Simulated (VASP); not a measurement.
A run of VASP 6.6.1 is set up as follows.

The input INCAR:

```
SYSTEM = Mg5Te2
ALGO = Normal ; EDIFF = 1E-6
ENCUT = 600 ; GGA = PE
GGA_COMPAT = .False. ; ISIF = 2
ISMEAR = 0 ; LASPH = .True.
LCHARG = .True. ; LELF = .True.
LREAL = .False. ; LVHAR = .True.
LWAVE = .False. ; NBANDS = 20
NELM = 120 ; PREC = Accurate
SIGMA = 0.2
```

KPOINTS

```
k-points
0
Gamma
  4 4 2
  0 0 0
```

POSCAR

```
Mg5Te2
1.0
    5.3164214946      0.0000000000      0.0000000000
   -2.6582107473      4.6041560715      0.0000000000
    0.0000000000      0.0000000000      8.0376495661
Mg Te
5 2
Direct
    0.3313234118      0.0000000000      0.5000000000
    0.0000000000      0.3313234118      0.5000000000
    0.6686765882      0.6686765882      0.5000000000
    0.0000000000      0.0000000000      0.1799906042
    0.0000000000      0.0000000000      0.8200093958
    0.3333333333      0.6666666667      0.0000000000
    0.6666666667      0.3333333333      0.0000000000
```

Potentials or basis: VASP PAW PBE potentials, release 64 (Mg, Te).

Command:

```bash
$ cat potpaw_PBE.64/Mg/POTCAR potpaw_PBE.64/Te/POTCAR > POTCAR
$ mpirun -np 1 vasp_std > vasp.out
```

Q: What does it give for the pressure?

A: 0.0 GPa.

Q: What does it give for the largest force?

A: 0.036 eV/Å.

Q: What does it give for the band gap on the k mesh?

A: Zero (band 11 reaches 3.55 eV, above the bottom of band 12 at 3.32 eV).

Stress tensor (GPa, compression positive):
```
-0.26  0.00  0.00
 0.00 -0.26  0.00
 0.00  0.00  0.50
```

Caveat: the k points lie up to 0.39 Å⁻¹ apart; spin-orbit coupling is left out, which moves the levels of the heavy elements.
